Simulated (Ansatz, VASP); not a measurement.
One calculation of Cs4Sb, two programs

```xyz
5
Lattice="-4.5878 4.5878 4.5878 4.5878 -4.5878 4.5878 4.5878 4.5878 -4.5878" Properties=species:S:1:pos:R:3 pbc="T T T"
Cs    2.2939    2.2939    2.2939
Cs    2.2939    2.2939   -2.2939
Cs    2.2939   -2.2939    2.2939
Cs   -2.2939    2.2939    2.2939
Sb    0.0000    0.0000    0.0000
```

Alike in both runs: functional PBE; k mesh 4 × 4 × 4; occupations gaussian, width 0.1 eV; no spin polarisation.

Ansatz relaxed the structure, and its values are those at the end. VASP's run is a single point on that final structure, the one shown.

|  | VASP | Ansatz |
| --- | --- | --- |
| version | VASP 6.6.1 | Ansatz 0.2.0 |
| potentials or method | VASP PAW PBE potentials, release 64 (Cs_sv, Sb), cutoff 520 eV | scalar-relativistic, plane waves, PAW |
| valence electrons in the cell | 41 | 51 |

|  | VASP | Ansatz | Ansatz less VASP |
| --- | --- | --- | --- |
| gap on the k mesh at the Fermi level (eV) | none | none | - |
| pressure (GPa) | 0.1 | 0.1 | -0.01 |

A gap of «none» marks a metal or a gap that the smearing closes. With one functional, cell and mesh, what is left measures potentials, basis and numerics. VASP's potentials hold 41 valence electrons a cell and Ansatz's 51, so a difference there can come from the potentials and not from the codes.

Spin-orbit coupling is off throughout.
